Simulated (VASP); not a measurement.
C, 3 atoms in the cell. Symmetry: P6/mmm, No. 191, hexagonal system. Conventional cell: a = 3.344 Å, b = 3.344 Å, c = 2.050 Å, α = 90.00°, β = 90.00°, γ = 120.00°. C (site symmetry 6/mmm) has 14 C at 2.05 to 2.19 Å within 2.7 Å. C (site symmetry -6m2) has 11 C at 1.93 to 2.19 Å within 2.6 Å. 

- Program: VASP 6.6.1
- Task: relaxation of cell and atoms
- Functional: PBEsol
- Potentials or basis: VASP PAW PBE potentials, release 64 (C)
- Cutoff: 600 eV
- k mesh: 11 × 11 × 15
- Occupations: fermi-dirac, width 0.1 eV
- Spin: no spin polarisation
- Dipole correction: no
- Further INCAR settings: ALGO = Normal; EDIFF = 1e-06; IBRION = 2; EDIFFG = -0.01; NSW = 80; ISIF = 3

Potentials or basis: VASP PAW PBE potentials, release 64 (C).

Command:

```sh
$ cat potpaw_PBE.64/C/POTCAR > POTCAR
$ mpirun -np 1 vasp_std > vasp.out
```

Hardware: 1 thread of Intel Xeon 6975P-C, on a shared host.

Estimate the wall time of this run.

It took 5.8 min on 1 thread of Intel Xeon 6975P-C, with other jobs on the host, peak memory 0.17 GiB. Counts: scf iterations 241, k points 128, ion steps 36.
